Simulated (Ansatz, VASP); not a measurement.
MgI2 in VASP and in Ansatz

INCAR

```
SYSTEM = MgI2
PREC     = Accurate       ! precision mode
ENCUT    = 520            ! plane-wave cutoff, eV
EDIFF    = 1E-7           ! SCF threshold, eV
ISMEAR   = 0              ! smearing method
SIGMA    = 0.05           ! smearing width, eV
LREAL    = .FALSE.        ! projectors in reciprocal space
LASPH    = .TRUE.         ! aspherical terms in the spheres
NELM     = 60             ! most SCF steps
ALGO     = Normal         ! electronic algorithm
ISIF     = 2              ! what is computed and relaxed
LWAVE    = .FALSE.        ! write WAVECAR
LCHARG   = .FALSE.        ! write CHGCAR
GGA      = PE             ! functional
NBANDS   = 15             ! bands
```

File KPOINTS:

```
regular mesh
0
G
  6 6 4
  0 0 0
```

Contents of POSCAR:

```
MgI2
1.0
    4.1537001214      0.0000000000      0.0000000000
   -2.0768500607      3.5972098248      0.0000000000
    0.0000000000      0.0000000000      6.8620000000
Mg I
1 2
Direct
    0.0000000000      0.0000000000     -0.0218595162
    0.3333333333      0.6666666667      0.7576300000
    0.6666666667      0.3333333333      0.2423700000
```

Input for Ansatz:

```yaml
crystal:
  lattice:
    - [4.1537001214, 0.0, 0.0]
    - [-2.0768500607, 3.5972098248, 0.0]
    - [0.0, 0.0, 6.862]
  atoms:
    - { symbol: Mg, position: [0.0, 0.0, -0.0218595162] }
    - { symbol: I, position: [0.3333333333, 0.6666666667, 0.75763] }
    - { symbol: I, position: [0.6666666667, 0.3333333333, 0.24237] }
basis:
  ecutwfc: 420
kpoints:
  mp_grid: { grid: [6, 6, 4] }
hamiltonian:
  xc: pbe
scf:
  occupations: { method: gaussian, width: 0.05 }
output:
  forces: true
  stress: true
  eigenvalues: true
```

Alike in both runs: task single point; functional PBE; k mesh 6 × 6 × 4; occupations gaussian, width 0.05 eV; no spin polarisation.

|  | VASP | Ansatz |
| --- | --- | --- |
| version | VASP 6.6.1 | Ansatz 0.2.0 |
| potentials or method | VASP PAW PBE potentials, release 64 (Mg, I), cutoff 520 eV | scalar-relativistic, plane waves, PAW |
| valence electrons in the cell | 16 | 44 |

```tsv
	VASP	Ansatz	Ansatz less VASP
gap on the k mesh at the Fermi level (eV)	3.33	3.34	+0.018
least direct gap on the mesh (eV)	3.47	3.48	+0.016
pressure (GPa)	1.4	1.4	+0.06
traceless stress, the component that is largest in VASP (GPa)	-0.09	-0.09	-0.006
rms of the force components (eV/Å)	0.343	0.344	+0.0003
```

Atom by atom the forces differ by 0.005 eV/Å (rms over components). VASP's potentials hold 16 valence electrons a cell and Ansatz's 44, so a difference there can come from the potentials and not from the codes.

Neither program's run includes spin-orbit coupling.
